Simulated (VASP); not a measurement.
## NaCl: relaxation of cell and atoms with LDA

The system is NaCl.

```
Na Cl
1.0
     0.00000    2.81000    2.81000
     2.81000    0.00000    2.81000
     2.81000    2.81000    0.00000
Na Cl
1 1
Direct
  0.00000 0.00000 0.00000
  0.50000 0.50000 0.50000
```

| Quantity | Value |
| --- | --- |
| Program | VASP 6.6.1 |
| Task | relaxation of cell and atoms |
| Functional | LDA |
| Potentials or basis | VASP PAW LDA potentials, release 64 (Na_pv, Cl) |
| Cutoff | 600 eV |
| k mesh | 14 × 14 × 14 |
| Occupations | fermi-dirac, width 0.1 eV |
| Spin | no spin polarisation |
| Dipole correction | no |
| Further INCAR settings | ALGO = Normal; EDIFF = 1e-07; IBRION = 2; EDIFFG = -0.002; NSW = 100; ISIF = 3 |

| Item | Value |
| --- | --- |
| Relaxed volume | 20.41 Å³/atom |
| Relaxed cell | a = 3.865 Å, b = 3.865 Å, c = 3.865 Å, α = 60.00°, β = 60.00°, γ = 60.00° |
| Space group after relaxing (to 0.05 Å) | Fm-3m (No. 225) |
| Energy gained by relaxing | 13.2 meV/atom |
| Ionic steps | 4 |
| Pressure after relaxing | 0.0 GPa |
| Band gap on the k mesh | 5.08 eV, direct |

The path:
```csv
step,energy change (eV),largest force (eV/Å),pressure (GPa),volume (Å³)
1,0.0000,0.0000,-2.20,44.38
2,-0.0204,0.0000,-1.15,42.45
3,-0.0264,0.0000,-0.10,40.94
4,-0.0264,0.0000,0.01,40.81
```

Final structure:
```xyz
2
Lattice="0.0000 2.7327 2.7327 2.7327 0.0000 2.7327 2.7327 2.7327 0.0000" Properties=species:S:1:pos:R:3 pbc="T T T"
Na    0.0000    2.7327    2.7327
Cl    2.7327    2.7327    2.7327
```

Levels at points of the mesh, in eV from the valence-band top:
```
           k point  band 3  band 4  band 5  band 6  band 7  band 8  band 9  band 10  band 11
(0.00, 0.00, 0.00)  -20.63  -12.82    0.00    0.00    0.00    5.08   10.93    10.93    10.93
(0.50, 0.00, 0.00)  -20.63  -12.35   -2.33   -0.33   -0.33    7.05   10.90    10.90    11.05
(0.50, 0.50, 0.00)  -20.64  -12.30   -2.01   -0.72   -0.72    7.44    7.64    11.62    15.18
```

Run time: 2.1 min on 1 thread of Oxide Virtual Turin-like Processor, with other jobs on the host, peak memory 0.16 GiB.

A k mesh can miss the band edges. LDA usually gives volumes a few per cent too small.
